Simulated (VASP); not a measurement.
Wanted: the native input for a VASP 6.6.1 run.

```yaml
Task: single point
Functional: PBE
Potentials_or_basis: VASP PAW PBE potentials, release 64 (Si, C)
Cutoff: 600 eV
k_mesh: 10 × 10 × 10
Occupations: gaussian, width 0.02 eV
Spin: no spin polarisation
Dipole_correction: no
Further_INCAR_settings: ALGO = Normal; EDIFF = 1e-06; NBANDS = 11
```

The structure of SiC (v.bh) lies in POSCAR:

```
SiC
1.0
    0.0000000000      2.1898068833      2.1898068833
    2.1898068833      0.0000000000      2.1898068833
    2.1898068833      2.1898068833      0.0000000000
Si C
1 1
Direct
    0.0000000000      0.0000000000      0.0000000000
    0.2500000000      0.2500000000      0.2500000000
```

The input as run:

INCAR

```
SYSTEM = SiC
PREC = Accurate
ENCUT = 600
EDIFF = 1E-6
ISMEAR = 0
SIGMA = 0.02
LREAL = .False.
LASPH = .True.
NELM = 120
ALGO = Normal
ISIF = 2
LWAVE = .False.
LCHARG = .False.
GGA = PE
NBANDS = 11
GGA_COMPAT = .False.
```

KPOINTS

```
regular mesh
0
Gamma
  10 10 10
  0 0 0
```

Potentials or basis: VASP PAW PBE potentials, release 64 (Si, C).

Run with:

```sh
$ cat potpaw_PBE.64/Si/POTCAR potpaw_PBE.64/C/POTCAR > POTCAR
$ mpirun -np 1 vasp_std > vasp.out
```

It gave:

| Quantity | Value |
| --- | --- |
| Pressure | -0.2 GPa |
| Band gap on the k mesh | 1.37 eV, indirect (least direct gap 4.53 eV) |

Wall time 40 s on 1 thread of Intel Xeon 8259CL, on a shared host, peak memory 0.15 GiB.
